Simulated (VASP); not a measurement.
C: single point with PBEsol

Crystal: C.

```xyz
2
Lattice="0.0000 2.1550 3.3921 1.2442 0.0000 3.3921 1.2442 2.1550 0.0000" Properties=species:S:1:pos:R:3 pbc="T T T"
C     1.2442    0.7183    3.3921
C     1.2442    3.5917    3.3921
```

```
Program             : VASP 6.6.1
Task                : single point
Functional          : PBEsol
Potentials or basis : VASP PAW PBE potentials, release 64 (C)
Cutoff              : 520 eV
k mesh              : 14 × 14 × 14
Occupations         : methfessel-paxton, width 0.15 eV
Spin                : no spin polarisation
```

```
Pressure      : -8.4 GPa
Largest force : 0.036 eV/Å
```

Forces in eV/Å, atoms in the order of the input:
```
C    0.000  0.036  0.000
C    0.000 -0.036  0.000
```

Stress tensor (GPa, compression positive):
```
-13.38   0.00   0.00
  0.00 -13.30   0.00
  0.00   0.00   1.39
```

Run time: 2.6 min on 1 thread of Intel Xeon 8259CL (shared host), peak memory 0.19 GiB.

Caveat: the cell stands under tension; this functional lacks dispersion, which binds the layers, so the pressure and a relaxed spacing across them are unreliable; the PAW data sets were made with another functional, which shifts forces and pressure a little.
